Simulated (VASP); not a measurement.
# Hf3Ta2O (P6/mmm) in VASP: notebook

Hf3Ta2O is run at these levels: PBE; tasks: single point, relaxation of cell and atoms.

All numbers are computed with VASP 6.6.1; they aren't measurements. Logs are shortened: lines on timing, memory, paths and dates and some standing lists are left out, and cuts for length are marked.

### 1 The cell of the first run

The structure is hexagonal, space group P6/mmm (No. 191). The conventional cell has a = 5.885 Å, b = 5.885 Å, c = 4.551 Å, α = 90.00°, β = 90.00°, γ = 120.00°. Hf (site symmetry mmm) has 4 Ta at 2.84 Å and 4 Hf at 2.94 Å and 4 O at 3.72 Å within 3.8 Å. Ta (site symmetry -6m2) has 6 Hf at 2.84 Å and 3 Ta at 3.40 Å and 3 O at 3.40 Å within 3.7 Å. O (site symmetry 6/mmm) has 6 Ta at 3.40 Å and 12 Hf at 3.72 Å and 2 O at 4.55 Å within 4.6 Å.

The cell was generated, and may not be a known phase.

### 2 Single point, PBE

The input, INCAR:

```
PREC = Accurate
ENCUT = 520
EDIFF = 1E-6
ISMEAR = 0
SIGMA = 0.1
LREAL = False
LASPH = True
NELM = 80
ALGO = Normal
ISIF = 2
LWAVE = False
LCHARG = False
GGA = PE
NBANDS = 38
```

The input, KPOINTS:

```
regular mesh
0
Gamma
  6 6 8
```

The input, POSCAR:

```
Hf3Ta2O
1.0
    5.8851534308      0.0000000000      0.0000000000
   -2.9425767154      5.0966923763      0.0000000000
    0.0000000000      0.0000000000      4.5507906937
Hf Ta O
3 2 1
Direct
    0.5000000000      0.0000000000      0.5000000000
    0.5000000000      0.5000000000      0.5000000000
    0.0000000000      0.5000000000      0.5000000000
    0.3333333333      0.6666666667      0.0000000000
    0.6666666667      0.3333333333      0.0000000000
    0.0000000000      0.0000000000      0.0000000000
```

Potentials or basis: VASP PAW PBE potentials, release 64 (Hf_pv, Ta_pv, O).

The run is started by

```sh
$ cat potpaw_PBE.64/Hf_pv/POTCAR potpaw_PBE.64/Ta_pv/POTCAR potpaw_PBE.64/O/POTCAR > POTCAR
$ mpirun -np 1 vasp_std > vasp.out
```

OUTCAR:

```text
PREC = Accurate
   ENCUT = 520
   EDIFF = 1E-6
   ISMEAR = 0
   LREAL = False
   LASPH = True
   NELM = 80
   ISIF = 2
   GGA = PE

 ion  position               nearest neighbor table
   1  0.500  0.000  0.500-   4 2.84   5 2.84   4 2.84   5 2.84   2 2.94   3 2.94   2 2.94   3 2.94

   2  0.500  0.500  0.500-   4 2.84   5 2.84   4 2.84   5 2.84   3 2.94   3 2.94   1 2.94   1 2.94

   3  0.000  0.500  0.500-   4 2.84   5 2.84   4 2.84   5 2.84   2 2.94   2 2.94   1 2.94   1 2.94

   4  0.333  0.667  0.000-   3 2.84   3 2.84   1 2.84   1 2.84   2 2.84   2 2.84   5 3.40   5 3.40
                             5 3.40
   5  0.667  0.333  0.000-   3 2.84   3 2.84   1 2.84   1 2.84   2 2.84   2 2.84   4 3.40   4 3.40
                             4 3.40
   6  0.000  0.000  0.000-

  LATTYP: Found a hexagonal cell.
 ALAT       =     5.8851534308
 C/A-ratio  =     0.7732662788

  Lattice vectors:

 A1 = (   5.8851534308,   0.0000000000,   0.0000000000)
 A2 = (  -2.9425767154,   5.0966923763,   0.0000000000)
 A3 = (   0.0000000000,   0.0000000000,   4.5507906937)

Analysis of symmetry for initial positions (statically):
=====================================================================
 Subroutine PRICEL returns:
 Original cell was already a primitive cell.

 Routine SETGRP: Setting up the symmetry group for a
 hexagonal supercell.

 Subroutine GETGRP returns: Found 24 space group operations
 (whereof 24 operations were pure point group operations)
 out of a pool of 24 trial point group operations.

The static configuration has the point symmetry D_6h.

Analysis of symmetry for dynamics (positions and initial velocities):
=====================================================================
 Subroutine PRICEL returns:
 Original cell was already a primitive cell.

 Routine SETGRP: Setting up the symmetry group for a
 hexagonal supercell.

 Subroutine GETGRP returns: Found 24 space group operations
 (whereof 24 operations were pure point group operations)
 out of a pool of 24 trial point group operations.

The dynamic configuration has the point symmetry D_6h.

 Subroutine INISYM returns: Found 24 space group operations
 (whereof 24 operations are pure point group operations),
 and found     1 'primitive' translations

----------------------------------------------------------------------------------------

                                     Primitive cell
[... 101 lines left out ...]
   EDIFFG = 0.1E-04   stopping-criterion for IOM
   NSW    =      0    number of steps for IOM
   IBRION =     -1    ionic relax: 0-MD 1-quasi-New 2-CG
   NFREE  =      0    steps in history (QN), initial steepest desc. (CG)
   ISIF   =      2    stress and relaxation
   ISYM   =      2    0-nonsym 1-usesym 2-fastsym
   POTIM  = 0.5000    time-step for ionic-motion
   TEBEG  =    0.0;   TEEND  =   0.0 temperature during run
   PSTRESS=    0.0 pullay stress
   NELECT =      58.0000    total number of electrons
   NUPDOWN=      -1.0000    fix difference up-down
   EMIN   =  10.00;   EMAX   =-10.00  energy-range for DOS
   EFERMI =   0.00;   METHOD = LEGACY
   ISMEAR =     0;   SIGMA  =   0.10  broadening in eV -4-tet -1-fermi 0-gaus
   EFERMI_NEDOS =   21; number of points for ismear=-14 and -15
   IALGO  =     38    algorithm
   IMIX   =      4    mixing-type and parameters
     AMIX     =   0.40;   BMIX     =  1.00
     AMIX_MAG =   1.60;   BMIX_MAG =  1.00
  volume/ion in A,a.u.               =      22.75       153.52
  Fermi-wavevector in a.u.,A,eV,Ry     =   1.230759  2.325798 20.609677  1.514769
  Thomas-Fermi vector in A             =   2.365595
   LORBIT       =      0    0 simple, 1 ext, 2 COOP (PROOUT), +10 PAW based schemes
   GGA     = PE    functional components
   LHFCALC =     F    Hartree Fock is set to
   AEXX    =    0.0000 exact exchange contribution
   IVDW    =     0    specifies the selected vdW correction
   LEPSILON=     F    determine dielectric tensor
   LRPA    =     F    only Hartree local field effects (RPA)
 non-spin polarized calculation
 Gauss-broadening in eV      SIGMA  =   0.10
  energy-cutoff  :      520.00
  volume of cell :      136.50
 maximum number of plane-waves:      3699
 NGX is ok and might be reduce to    48
   NGX = 21   NGY = 21   NGZ = 17

 number of electron      57.9999999 magnetization

 Free energy of the ion-electron system (eV)
  ---------------------------------------------------
  ext. energy  EPLUGINS =         0.00000000
  ---------------------------------------------------
  free energy    TOTEN  =       -51.03145919 eV

  energy without entropy =      -50.99955923  energy(sigma->0) =      -51.01550921

 E-fermi :   2.8930     XC(G=0): -10.4710

 val. band max:        2.8877347655   @ k =   0.3333   0.1667   0.2500
 cond. band min:       2.8993589811   @ k =   0.5000   0.0000   0.5000
 fundamental gap:      0.0116242156
 Fermi energy:         2.8930129228

 k-point     1 :       0.0000    0.0000    0.0000
  band No.  band energies     occupation
      1     -31.1793      2.00000
      2     -31.1793      2.00000
      3     -31.1537      2.00000
      4     -31.0908      2.00000
      5     -31.0908      2.00000
      6     -31.0350      2.00000
[... 973 lines left out ...]
     37       4.9838      0.00000
     38       5.7507      0.00000

 [... further k-points ...]

------------------------ aborting loop because EDIFF is reached ----------------------------------------

  FORCE on cell =-STRESS in cart. coord.  units (eV):
  Direction    XX          YY          ZZ          XY          YZ          ZX
  --------------------------------------------------------------------------------------
  -------------------------------------------------------------------------------------
  Total       -0.1154396     -0.1154396     -0.2682854     -0.0000000      0.0000000      0.0000000
  in kB       -1.3549786     -1.3549786     -3.1490138     -0.0000000      0.0000000      0.0000000
  external PRESSURE =      -1.9529904 kB  Pullay stress =       0.0000000 kB

 VOLUME and BASIS-vectors are now :
 -----------------------------------------------------------------------------
  energy-cutoff  :      520.00
  volume of cell :      136.50
      direct lattice vectors                 reciprocal lattice vectors
     5.885153431  0.000000000  0.000000000     0.169919104  0.098102841  0.000000000
    -2.942576715  5.096692376  0.000000000     0.000000000  0.196205681  0.000000000
     0.000000000  0.000000000  4.550790694     0.000000000  0.000000000  0.219742033

 POSITION                                       TOTAL-FORCE (eV/Angst)
 -----------------------------------------------------------------------------------
      2.94258      0.00000      2.27540        -0.000000      0.000000      0.000000
      1.47129      2.54835      2.27540        -0.000000      0.000000      0.000000
     -1.47129      2.54835      2.27540        -0.000000      0.000000      0.000000
     -0.00000      3.39779      0.00000         0.000000     -0.000000      0.000000
      2.94258      1.69890      0.00000        -0.000000      0.000000      0.000000
      0.00000      0.00000      0.00000        -0.000000      0.000000      0.000000
 -----------------------------------------------------------------------------------
    total drift:                               -0.000000      0.000000     -0.000000

  FREE ENERGIE OF THE ION-ELECTRON SYSTEM (eV)
  ---------------------------------------------------
  free  energy   TOTEN  =       -51.0314591935 eV

  energy  without entropy=      -50.9995592290  energy(sigma->0) =      -51.01550921
```

OSZICAR:

```text
N       E                     dE             d eps       ncg     rms          rms(c)
DAV:   1     0.385358175270E+03    0.38536E+03   -0.31687E+04  2660   0.146E+03
DAV:   2    -0.315835913193E+02   -0.41694E+03   -0.40438E+03  3028   0.394E+02
DAV:   3    -0.539123334340E+02   -0.22329E+02   -0.21132E+02  3616   0.685E+01
DAV:   4    -0.546139674963E+02   -0.70163E+00   -0.68933E+00  3298   0.110E+01
DAV:   5    -0.546346508317E+02   -0.20683E-01   -0.20650E-01  3500   0.171E+00    0.680E+01
DAV:   6    -0.589928108019E+02   -0.43582E+01   -0.22903E+01  3288   0.209E+01    0.650E+01
DAV:   7    -0.524382318188E+02    0.65546E+01   -0.16269E+01  3538   0.102E+01    0.296E+01
DAV:   8    -0.511195331148E+02    0.13187E+01   -0.31017E+00  3252   0.813E+00    0.328E+00
DAV:   9    -0.510437363294E+02    0.75797E-01   -0.75963E-01  3290   0.310E+00    0.237E+00
DAV:  10    -0.510429954948E+02    0.74083E-03   -0.13343E-01  3532   0.117E+00    0.158E+00
DAV:  11    -0.510368412784E+02    0.61542E-02   -0.93129E-02  3312   0.108E+00    0.883E-01
DAV:  12    -0.510312223103E+02    0.56190E-02   -0.16805E-02  3242   0.436E-01    0.954E-02
DAV:  13    -0.510314400751E+02   -0.21776E-03   -0.12561E-03  3042   0.124E-01    0.505E-02
DAV:  14    -0.510314607546E+02   -0.20680E-04   -0.21110E-04  3376   0.501E-02    0.373E-02
DAV:  15    -0.510314584502E+02    0.23044E-05   -0.36760E-05  2874   0.230E-02    0.124E-02
DAV:  16    -0.510314591935E+02   -0.74330E-06   -0.43505E-06  2466   0.846E-03
   1 F= -.51031459E+02 E0= -.51015509E+02  d E =-.319000E-01
```

stdout:

```text
POSCAR found type information on POSCAR HfTaO
 POSCAR found :  3 types and       6 ions
 scaLAPACK will be used
 LDA part: xc-table for (Slater+PW92), standard interpolation
 POSCAR, INCAR and KPOINTS ok, starting setup
 FFT: planning ... GRIDC
 FFT: planning ... GRID_SOFT
 FFT: planning ... GRID
 WAVECAR not read
 entering main loop
```

Wall time 4.6 min (1 thread of Intel Xeon Platinum 8259CL at 2.50GHz (Skylake/Cascade Lake), shared host); peak memory 0.37 GiB.

Results:

| Item | Value |
| --- | --- |
| Free energy | -51.0315 eV |
| Pressure | -0.2 GPa |
| Band gap on the k mesh | zero (bands 29 and 30 overlap by 1.12 eV) |

Levels at points of the mesh, in eV from the Fermi level:
```
           k point  band 25  band 26  band 27  band 28  band 29  band 30  band 31  band 32  band 33  band 34
(0.00, 0.00, 0.00)    -1.27    -1.13    -1.13    -0.82    -0.77    -0.76     0.45     0.45     1.49     1.49
(0.50, 0.00, 0.00)    -0.81    -0.69    -0.54    -0.52    -0.51    -0.19     0.68     0.76     0.77     1.45
(0.00, 0.00, 0.50)     0.31     0.31     0.32     0.36     0.36     0.41     0.41     0.60     0.79     0.79
(0.50, 0.00, 0.50)    -1.12    -0.60    -0.34    -0.12     0.01     0.04     0.37     0.77     0.86     1.05
```

Caveat: spin-orbit coupling is left out, which moves the levels of the heavy elements.

### 3 Relaxation of cell and atoms, PBE

This run uses another cell than the first one, of 15.57 Å³/atom.

The input, INCAR:

```
ALGO = Normal
EDIFF = 1E-6
EDIFFG = -0.04
ENCUT = 600
GGA = PE
IBRION = 2
ISIF = 3
ISMEAR = 0
LASPH = T
LCHARG = F
LREAL = F
LWAVE = F
NELM = 100
NSW = 90
PREC = Accurate
SIGMA = 0.1
```

The input, KPOINTS:

```
k-points
0
Gamma
  6 6 6
```

The input, POSCAR:

```
Hf3Ta2O
1.0
    5.6306672200      0.0000000000      0.0000000000
   -2.8153336100      4.8763008500      0.0000000000
    0.0000000000      0.0000000000      3.4013468000
Hf Ta O
3 2 1
Direct
    0.5000000000      0.0000000000      0.5000000000
    0.5000000000      0.5000000000      0.5000000000
    0.0000000000      0.5000000000      0.5000000000
    0.3333333300      0.6666666700      0.0000000000
    0.6666666700      0.3333333300      0.0000000000
    0.0000000000      0.0000000000      0.0000000000
```

Potentials or basis: VASP PAW PBE potentials, release 64 (Hf_pv, Ta_pv, O).

The run is started by

```sh
$ cat potpaw_PBE.64/Hf_pv/POTCAR potpaw_PBE.64/Ta_pv/POTCAR potpaw_PBE.64/O/POTCAR > POTCAR
$ mpirun -np 1 vasp_std > vasp.out
```

It took 23 min on 1 thread of Intel Xeon Platinum 8259CL at 2.50GHz (Skylake/Cascade Lake), shared host; peak memory 0.33 GiB.

It converged, with:

- Free energy: -50.9363 eV
- Relaxed volume: 22.63 Å³/atom
- Relaxed cell: a = 5.905 Å, b = 5.905 Å, c = 4.497 Å, α = 90.00°, β = 90.00°, γ = 120.00°
- Space group after relaxing (to 0.1 Å): P6/mmm (No. 191)
- Energy gained by relaxing: 1842.0 meV/atom
- Ionic steps: 11
- Pressure after relaxing: 0.0 GPa
- Band gap on the k mesh: zero (bands 29 and 30 overlap by 1.05 eV)

Stress tensor (GPa, compression positive):
```
-0.03  0.00  0.00
 0.00 -0.03  0.00
 0.00  0.00  0.08
```

Step by step:
| step | energy change (eV) | largest force (eV/Å) | pressure (GPa) | volume (Å³) |
| --- | --- | --- | --- | --- |
| 1 | 0.0000 | 0.0000 | 86.91 | 93.39 |
| 2 | 0.0192 | 0.0000 | -19.02 | 257.80 |
| 3 | -10.4522 | 0.0000 | -5.07 | 152.53 |
| 4 | -10.5445 | 0.0000 | -2.60 | 147.77 |
| 5 | -10.5606 | 0.0000 | -1.13 | 145.18 |
| 6 | -10.8260 | 0.0000 | -1.38 | 142.70 |
| 7 | -11.0399 | 0.0000 | -1.34 | 138.34 |
| 8 | -11.0446 | 0.0000 | -1.26 | 137.60 |
| 9 | -11.0443 | 0.0000 | -1.27 | 137.77 |
| 10 | -11.0395 | 0.0000 | 1.71 | 133.36 |
| 11 | -11.0522 | 0.0000 | 0.01 | 135.80 |

Final structure:
```cif
data_structure
_symmetry_space_group_name_H-M 'P 1'
_symmetry_Int_Tables_number 1
_cell_length_a 5.9049
_cell_length_b 5.9049
_cell_length_c 4.4972
_cell_angle_alpha 90.000
_cell_angle_beta 90.000
_cell_angle_gamma 120.000
_cell_volume 135.80
loop_
_atom_site_label
_atom_site_type_symbol
_atom_site_fract_x
_atom_site_fract_y
_atom_site_fract_z
_atom_site_occupancy
Hf1 Hf 0.50000 0.00000 0.50000 1
Hf2 Hf 0.50000 0.50000 0.50000 1
Hf3 Hf 0.00000 0.50000 0.50000 1
Ta1 Ta 0.33333 0.66667 0.00000 1
Ta2 Ta 0.66667 0.33333 0.00000 1
O1 O 0.00000 0.00000 0.00000 1
```

Levels at points of the mesh, in eV from the Fermi level:
| k point | band 26 | band 27 | band 28 | band 29 | band 30 | band 31 | band 32 | band 33 |
| --- | --- | --- | --- | --- | --- | --- | --- | --- |
| (0.00, 0.00, 0.00) | -1.13 | -1.13 | -0.77 | -0.73 | -0.64 | 0.52 | 0.52 | 1.49 |
| (0.50, 0.00, 0.00) | -0.76 | -0.55 | -0.52 | -0.46 | -0.17 | 0.66 | 0.79 | 0.88 |
| (0.00, 0.00, 0.50) | 0.39 | 0.41 | 0.41 | 0.41 | 0.41 | 0.41 | 0.67 | 0.80 |
| (0.50, 0.00, 0.50) | -0.60 | -0.29 | -0.10 | -0.02 | 0.05 | 0.40 | 0.82 | 0.95 |

Caveat: the volume moved by over 15 % at a fixed basis, so the end points are rough; spin-orbit coupling is left out, which moves the levels of the heavy elements.

(Continued in part 2 of 2.)
